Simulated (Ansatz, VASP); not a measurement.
PtS2: VASP beside Ansatz

INCAR

```
SYSTEM = PtS2
PREC = Accurate
ENCUT = 570
EDIFF = 1E-6
ISMEAR = 0
SIGMA = 0.05
LREAL = .FALSE.
LASPH = .TRUE.
NELM = 200
ALGO = Normal
ISIF = 2
LWAVE = .FALSE.
LCHARG = .FALSE.
LMAXMIX = 4
LDAU = .TRUE.
LDAUTYPE = 2
LDAUL = 2 -1
LDAUU = 2 0
LDAUJ = 0 0
LDAUPRINT = 1
GGA = PS
NBANDS = 39
GGA_COMPAT = .FALSE.
```

The input KPOINTS:

```
Automatic mesh
0
G
  7 7 3
  0 0 0
```

Contents of POSCAR:

```
PtS2
1.0
    3.5431995400      0.0000000000      0.0000000000
   -1.7715997700      3.0685008100      0.0000000000
    0.0000000000      0.0000000000     10.0776001800
Pt S
2 4
Direct
    0.0000000000      0.0000000000      0.0000000000
    0.0000000000      0.0000000000      0.5000000000
    0.3333333333      0.6666666667      0.1250000000
    0.6666666667      0.3333333333      0.3750000000
    0.3333333333      0.6666666667      0.6250000000
    0.6666666667      0.3333333333      0.8750000000
```

Input for Ansatz:

```yaml
crystal:
  lattice:
    - [3.54319954, 0.0, 0.0]
    - [-1.77159977, 3.06850081, 0.0]
    - [0.0, 0.0, 10.07760018]
  atoms:
    - { symbol: Pt, position: [0.0, 0.0, 0.0] }
    - { symbol: S, position: [0.3333333333, 0.6666666667, 0.125] }
    - { symbol: S, position: [0.6666666667, 0.3333333333, 0.375] }
    - { symbol: Pt, position: [0.0, 0.0, 0.5] }
    - { symbol: S, position: [0.3333333333, 0.6666666667, 0.625] }
    - { symbol: S, position: [0.6666666667, 0.3333333333, 0.875] }
basis:
  ecutwfc: 420
  ecutrho_ratio: 4
kpoints:
  mp_grid: { grid: [7, 7, 3] }
hamiltonian:
  xc: pbesol
  hubbard:
    sites: [{ site: 0, l: d, u_eff: 2.0 }, { site: 3, l: d, u_eff: 2.0 }]
scf:
  occupations: { method: gaussian, width: 0.05 }
  lower_state_search: "off"
  max_iter: 150
output:
  forces: true
  stress: true
  eigenvalues: true
  populations: true
  hubbard: { sites: [{ site: 0, l: d }, { site: 3, l: d }] }
```

Alike in both runs: task single point; functional PBEsol; k mesh 7 × 7 × 3; occupations gaussian, width 0.05 eV; no spin polarisation; Hubbard terms Pt d U = 2.0 eV.

```csv
,VASP,Ansatz
version,VASP 6.6.1,Ansatz 0.2.0
potentials or method,"VASP PAW PBE potentials, release 64 (Pt_sv_GW, S), cutoff 570 eV","scalar-relativistic, plane waves, PAW"
valence electrons in the cell,60,60
```

VASP gave:

| Quantity | Value |
| --- | --- |
| gap on the k mesh at the Fermi level (eV) | 0.37 |
| least direct gap on the mesh (eV) | 0.90 |
| pressure (GPa) | -3.6 |
| rms of the force components (eV/Å) | 0.264 |

Problem. Estimate Ansatz's values.

Solution. gap on the k mesh at the Fermi level (eV): 0.30; least direct gap on the mesh (eV): 0.85; pressure (GPa): -2.6; rms of the force components (eV/Å): 0.235.

VASP's potentials were made for PBE, not for PBEsol. The programs project onto different local orbitals, so the same U acts differently, and such runs can settle in different states.

Neither program's run includes spin-orbit coupling.
